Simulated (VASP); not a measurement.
# TePb (gw) (I4/mmm) in VASP: notebook

The runs below take TePb (gw) through single point, with PBEsol.

All numbers are computed with VASP 6.6.1; they aren't measurements. Logs are shortened: lines on timing, memory, paths and dates and some standing lists are left out, and cuts for length are marked.

### Step 1. The cell of the first run

It takes space group I4/mmm (No. 139, tetragonal). The conventional cell has a = 4.602 Å, b = 4.602 Å, c = 6.438 Å, α = 90.00°, β = 90.00°, γ = 90.00°. Within 4.2 Å of Pb (site symmetry 4/mmm) lie 6 Te at 3.22 to 3.25 Å. Te (site symmetry 4/mmm) has 6 Pb at 3.22 to 3.25 Å within 4.2 Å.

### Step 2. Single point, PBEsol

Input file INCAR:

```
PREC = Accurate
ENCUT = 500
EDIFF = 1E-6
ISMEAR = 0
SIGMA = 0.01
LREAL = False
LASPH = True
NELM = 120
ALGO = Normal
ISIF = 2
LWAVE = False
LCHARG = False
GGA = PS
NBANDS = 17
GGA_COMPAT = False
```

Input file KPOINTS:

```
Automatic mesh
0
Gamma
  4 4 4
```

Input file POSCAR:

```
TePb
1.0
    0.0000000000      3.2541561606      3.2191859949
    3.2541561606      0.0000000000      3.2191859949
    3.2541561606      3.2541561606      0.0000000000
Pb Te
1 1
Direct
    0.0000000000      0.0000000000      0.0000000000
    0.5000000000      0.5000000000      0.5000000000
```

Potentials or basis: VASP PAW PBE potentials, release 64 (Pb_d, Te).

Started as:

```bash
> cat potpaw_PBE.64/Pb_d/POTCAR potpaw_PBE.64/Te/POTCAR > POTCAR
> mpirun -np 1 vasp_std > vasp.out
```

OUTCAR:

```text
PREC = Accurate
   ENCUT = 500
   EDIFF = 1E-6
   ISMEAR = 0
   LREAL = False
   LASPH = True
   NELM = 120
   ISIF = 2
   GGA = PS

 ion  position               nearest neighbor table
   1  0.000  0.000  0.000-   2 3.22   2 3.22   2 3.25   2 3.25   2 3.25   2 3.25
   2  0.500  0.500  0.500-   1 3.22   1 3.22   1 3.25   1 3.25   1 3.25   1 3.25

  LATTYP: Found a body centered tetragonal cell.
 ALAT       =     4.6020717764
 C/A-ratio  =     1.3990159873

  Lattice vectors:

 A1 = (   0.0000000000,  -3.2541561606,  -3.2191859949)
 A2 = (   0.0000000000,   3.2541561606,  -3.2191859949)
 A3 = (   3.2541561606,   0.0000000000,   3.2191859949)

Analysis of symmetry for initial positions (statically):
=====================================================================
 Subroutine PRICEL returns:
 Original cell was already a primitive cell.

 Routine SETGRP: Setting up the symmetry group for a
 body centered tetragonal supercell.

 Subroutine GETGRP returns: Found 16 space group operations
 (whereof 16 operations were pure point group operations)
 out of a pool of 16 trial point group operations.

The static configuration has the point symmetry D_4h.

Analysis of symmetry for dynamics (positions and initial velocities):
=====================================================================
 Subroutine PRICEL returns:
 Original cell was already a primitive cell.

 Routine SETGRP: Setting up the symmetry group for a
 body centered tetragonal supercell.

 Subroutine GETGRP returns: Found 16 space group operations
 (whereof 16 operations were pure point group operations)
 out of a pool of 16 trial point group operations.

The dynamic configuration has the point symmetry D_4h.

 Subroutine INISYM returns: Found 16 space group operations
 (whereof 16 operations are pure point group operations),
 and found     1 'primitive' translations

----------------------------------------------------------------------------------------

                                     Primitive cell

  volume of cell :      68.1793

  direct lattice vectors                    reciprocal lattice vectors
     0.000000000  3.254156161  3.219185995    -0.153649664  0.153649664  0.155318767
     3.254156161  0.000000000  3.219185995     0.153649664 -0.153649664  0.155318767
     3.254156161  3.254156161  0.000000000     0.153649664  0.153649664 -0.155318767

  length of vectors
     4.577410926  4.577410926  4.602071776     0.267096158  0.267096158  0.267096158

  position of ions in fractional coordinates (direct lattice)
     0.000000000  0.000000000  0.000000000
     0.500000000  0.500000000  0.500000000

  ion indices of the primitive-cell ions
   primitive index   ion index
                 1           1
                 2           2

----------------------------------------------------------------------------------------

 KPOINTS: Automatic mesh

Automatic generation of k-mesh.
 Grid dimensions read from file:
 generate k-points for:    4    4    4

 Generating k-lattice:

  Cartesian coordinates                     Fractional coordinates (reciprocal lattice)
    -0.038412416  0.038412416  0.038829692     0.250000000  0.000000000  0.000000000
     0.038412416 -0.038412416  0.038829692     0.000000000  0.250000000  0.000000000
     0.038412416  0.038412416 -0.038829692    -0.000000000 -0.000000000  0.250000000

  Length of vectors
     0.066774040  0.066774040  0.066774040

  Shift w.r.t. Gamma in fractional coordinates (k-lattice)
     0.000000000  0.000000000  0.000000000

 Subroutine IBZKPT returns following result:
 ===========================================

 Found     13 irreducible k-points:

 Following reciprocal coordinates:
            Coordinates               Weight
  0.000000  0.000000  0.000000      1.000000
  0.250000  0.000000  0.000000      8.000000
  0.500000  0.000000  0.000000      4.000000
  0.250000  0.250000  0.000000      2.000000
  0.500000  0.250000  0.000000      8.000000
 -0.250000  0.250000  0.000000      4.000000
  0.500000  0.500000  0.000000      1.000000
  0.250000  0.000000  0.250000      4.000000
  0.500000  0.000000  0.250000     16.000000
 -0.250000  0.000000  0.250000      8.000000
 -0.250000  0.500000  0.250000      4.000000
  0.500000  0.000000  0.500000      2.000000
 -0.250000  0.250000  0.500000      2.000000
   k-points           NKPTS =     13   k-points in BZ     NKDIM =     13   number of bands    NBANDS=     17
   number of dos      NEDOS =    301   number of ions     NIONS =      2
   total plane-waves  NPLWV =  46656
   dimension x,y,z NGX =    36 NGY =   36 NGZ =   36
   dimension x,y,z NGXF=    72 NGYF=   72 NGZF=   72
   ions per type =               1   1
   NGX,Y,Z   is equivalent  to a cutoff of  13.07, 13.07, 13.00 a.u.
   NGXF,Y,Z  is equivalent  to a cutoff of  26.15, 26.15, 26.01 a.u.
 SYSTEM =  unknown system
   PREC   = accura    normal or accurate (medium, high low for compatibility)
   ISTART =      0    job   : 0-new  1-cont  2-samecut
   ICHARG =      2    charge: 1-file 2-atom 10-const
   ISPIN  =      1    spin polarized calculation?
   LNONCOLLINEAR =      F non collinear calculations
   LSORBIT =      F    spin-orbit coupling
   LASPH  =      T    aspherical Exc in radial PAW
   ENCUT  =  500.0 eV  36.75 Ry    6.06 a.u.   8.35  8.35  8.39*2*pi/ulx,y,z
   NELM   =    120;   NELMIN=  2; NELMDL= -5     # of ELM steps
   EDIFF  = 0.1E-05   stopping-criterion for ELM
   LREAL  =      F    real-space projection
   EDIFFG = 0.1E-04   stopping-criterion for IOM
   NSW    =      0    number of steps for IOM
   IBRION =     -1    ionic relax: 0-MD 1-quasi-New 2-CG
   NFREE  =      0    steps in history (QN), initial steepest desc. (CG)
   ISIF   =      2    stress and relaxation
   ISYM   =      2    0-nonsym 1-usesym 2-fastsym
   POTIM  = 0.5000    time-step for ionic-motion
   TEBEG  =    0.0;   TEEND  =   0.0 temperature during run
   PSTRESS=    0.0 pullay stress
   NELECT =      20.0000    total number of electrons
   NUPDOWN=      -1.0000    fix difference up-down
   EMIN   =  10.00;   EMAX   =-10.00  energy-range for DOS
   EFERMI =   0.00;   METHOD = LEGACY
   ISMEAR =     0;   SIGMA  =   0.01  broadening in eV -4-tet -1-fermi 0-gaus
   EFERMI_NEDOS =   21; number of points for ismear=-14 and -15
   IALGO  =     38    algorithm
   IMIX   =      4    mixing-type and parameters
     AMIX     =   0.40;   BMIX     =  1.00
     AMIX_MAG =   1.60;   BMIX_MAG =  1.00
  volume/ion in A,a.u.               =      34.09       230.05
  Fermi-wavevector in a.u.,A,eV,Ry     =   1.087762  2.055572 16.098769  1.183226
  Thomas-Fermi vector in A             =   2.223929
   LORBIT       =      0    0 simple, 1 ext, 2 COOP (PROOUT), +10 PAW based schemes
   GGA     = PS    functional components
   LHFCALC =     F    Hartree Fock is set to
   AEXX    =    0.0000 exact exchange contribution
   IVDW    =     0    specifies the selected vdW correction
   LEPSILON=     F    determine dielectric tensor
   LRPA    =     F    only Hartree local field effects (RPA)
 non-spin polarized calculation
 Gauss-broadening in eV      SIGMA  =   0.01
  energy-cutoff  :      500.00
  volume of cell :       68.18
 maximum number of plane-waves:      1783
 NGX is ok and might be reduce to    36
   NGX = 17   NGY = 17   NGZ = 17

 number of electron      20.0000004 magnetization

 Free energy of the ion-electron system (eV)
  ---------------------------------------------------
  ext. energy  EPLUGINS =         0.00000000
  ---------------------------------------------------
  free energy    TOTEN  =        -8.24702692 eV

  energy without entropy =       -8.24702692  energy(sigma->0) =       -8.24702692

 E-fermi :   5.3651     XC(G=0):  -9.4257

 val. band max:        5.3206840805   @ k =   0.5000   0.0000   0.0000
 cond. band min:       6.0053082331   @ k =   0.5000   0.0000   0.0000
 fundamental gap:      0.6846241526
 Fermi energy:         5.3650588289

 k-point     1 :       0.0000    0.0000    0.0000
  band No.  band energies     occupation
      1     -11.2973      2.00000
      2     -11.2941      2.00000
      3     -11.2868      2.00000
      4     -11.2844      2.00000
      5     -11.2844      2.00000
      6      -6.6254      2.00000
[... 9 lines left out ...]
     16      11.1472      0.00000
     17      12.5911      0.00000

 k-point     2 :       0.2500    0.0000    0.0000
  band No.  band energies     occupation
      1     -11.3035      2.00000
      2     -11.3013      2.00000
      3     -11.2842      2.00000
      4     -11.2777      2.00000
      5     -11.2762      2.00000
      6      -6.1128      2.00000
[... 9 lines left out ...]
     16      12.1959      0.00000
     17      15.4355      0.00000

 k-point     3 :       0.5000    0.0000    0.0000
  band No.  band energies     occupation
      1     -11.3106      2.00000
      2     -11.3092      2.00000
      3     -11.2831      2.00000
      4     -11.2691      2.00000
      5     -11.2671      2.00000
      6      -5.2120      2.00000
[... 9 lines left out ...]
     16      14.5600      0.00000
     17      14.5958      0.00000

 k-point     4 :       0.2500    0.2500    0.0000
  band No.  band energies     occupation
      1     -11.3191      2.00000
      2     -11.2918      2.00000
      3     -11.2915      2.00000
      4     -11.2718      2.00000
      5     -11.2718      2.00000
      6      -5.9340      2.00000
[... 9 lines left out ...]
     16      13.7617      0.00000
     17      13.7707      0.00000
[... 123 lines left out ...]
      1     -11.3387      2.00000
      2     -11.2972      2.00000
      3     -11.2803      2.00000
      4     -11.2766      2.00000
      5     -11.2582      2.00000
      6      -4.8098      2.00000
[... 9 lines left out ...]
     16      16.3127      0.00000
     17      16.4738      0.00000

 k-point    12 :       0.5000    0.0000    0.5000
  band No.  band energies     occupation
      1     -11.3560      2.00000
      2     -11.2939      2.00000
      3     -11.2841      2.00000
      4     -11.2627      2.00000
      5     -11.2580      2.00000
      6      -4.9970      2.00000
[... 9 lines left out ...]
     16      16.1743      0.00000
     17      16.2854      0.00000

 k-point    13 :      -0.2500    0.2500    0.5000
  band No.  band energies     occupation
      1     -11.3372      2.00000
      2     -11.2969      2.00000
      3     -11.2766      2.00000
      4     -11.2766      2.00000
      5     -11.2627      2.00000
      6      -4.8312      2.00000
[... 9 lines left out ...]
     16      16.2046      0.00000
     17      16.2415      0.00000

------------------------ aborting loop because EDIFF is reached ----------------------------------------

  FORCE on cell =-STRESS in cart. coord.  units (eV):
  Direction    XX          YY          ZZ          XY          YZ          ZX
  --------------------------------------------------------------------------------------
  -------------------------------------------------------------------------------------
  Total       -0.5536174     -0.5536174      0.0188062      0.0000000     -0.0000000     -0.0000000
  in kB      -13.0097055    -13.0097055      0.4419353      0.0000000     -0.0000000     -0.0000000
  external PRESSURE =      -8.5258252 kB  Pullay stress =       0.0000000 kB

 VOLUME and BASIS-vectors are now :
 -----------------------------------------------------------------------------
  energy-cutoff  :      500.00
  volume of cell :       68.18
      direct lattice vectors                 reciprocal lattice vectors
     0.000000000  3.254156161  3.219185995    -0.153649664  0.153649664  0.155318767
     3.254156161  0.000000000  3.219185995     0.153649664 -0.153649664  0.155318767
     3.254156161  3.254156161  0.000000000     0.153649664  0.153649664 -0.155318767

 POSITION                                       TOTAL-FORCE (eV/Angst)
 -----------------------------------------------------------------------------------
      0.00000      0.00000      0.00000         0.000000      0.000000      0.000000
      3.25416      3.25416      3.21919         0.000000      0.000000      0.000000
 -----------------------------------------------------------------------------------
    total drift:                               -0.000000      0.000000      0.000000

  FREE ENERGIE OF THE ION-ELECTRON SYSTEM (eV)
  ---------------------------------------------------
  free  energy   TOTEN  =        -8.2470269157 eV

  energy  without entropy=       -8.2470269157  energy(sigma->0) =       -8.24702692
```

Run time: 7.8 s. Hardware: 1 thread of Intel Xeon 6975P-C (Granite Rapids), shared host; peak memory 0.2 GiB.

Results:

| Quantity | Value |
| --- | --- |
| Free energy | -8.2470 eV |
| Pressure | -0.9 GPa |
| Band gap on the k mesh | 0.68 eV, direct |

Caveat: the PAW data sets were made with another functional, which shifts forces and pressure a little; spin-orbit coupling is left out, which moves the levels of the heavy elements.

### Step 3. Single point, PBEsol

Input file INCAR:

```
SYSTEM = TePb
ALGO = Normal ; EDIFF = 1E-6
ENCUT = 500 ; GGA = PS
GGA_COMPAT = .False. ; ISIF = 2
ISMEAR = 0 ; LASPH = .True.
LCHARG = .True. ; LELF = .True.
LREAL = .False. ; LVHAR = .True.
LWAVE = .False. ; NBANDS = 17
NELM = 120 ; PREC = Accurate
SIGMA = 0.01
```

Input file KPOINTS:

```
k-points
0
Gamma
  4 4 4
  0 0 0
```

POSCAR is that of step 2.

Potentials or basis: VASP PAW PBE potentials, release 64 (Pb_d, Te).

Started as:

```bash
> cat potpaw_PBE.64/Pb_d/POTCAR potpaw_PBE.64/Te/POTCAR > POTCAR
> mpirun -np 1 vasp_std > vasp.out
```

Run time: 8 s. Hardware: 1 thread of Intel Xeon 6975P-C (Granite Rapids), shared host; peak memory 0.2 GiB.

The run converged. Its results:

| Item | Value |
| --- | --- |
| Free energy | -8.2470 eV |
| Pressure | -0.9 GPa |
| Band gap on the k mesh | 0.68 eV, direct |

Stress tensor (GPa, compression positive):
```
-1.30  0.00  0.00
 0.00 -1.30  0.00
 0.00  0.00  0.04
```

Levels at points of the mesh, in eV from the valence-band top:
| k point | band 6 | band 7 | band 8 | band 9 | band 10 | band 11 | band 12 | band 13 | band 14 | band 15 |
| --- | --- | --- | --- | --- | --- | --- | --- | --- | --- | --- |
| (0.00, 0.00, 0.00) | -11.95 | -5.64 | -1.36 | -1.26 | -1.26 | 3.96 | 3.96 | 4.21 | 5.76 | 5.76 |
| (0.50, 0.00, 0.00) | -10.53 | -8.55 | -0.85 | -0.82 | 0.00 | 0.68 | 1.25 | 1.30 | 8.27 | 9.14 |
| (0.50, 0.50, 0.00) | -10.24 | -7.35 | -4.45 | -2.76 | -2.76 | 3.24 | 5.39 | 5.39 | 6.73 | 10.09 |
| (0.50, 0.00, 0.50) | -10.32 | -7.27 | -4.43 | -2.79 | -2.67 | 3.27 | 5.31 | 5.57 | 6.57 | 10.09 |

Caveat: the PAW data sets were made with another functional, which shifts forces and pressure a little; spin-orbit coupling is left out, which moves the levels of the heavy elements. A k mesh can miss the band edges.
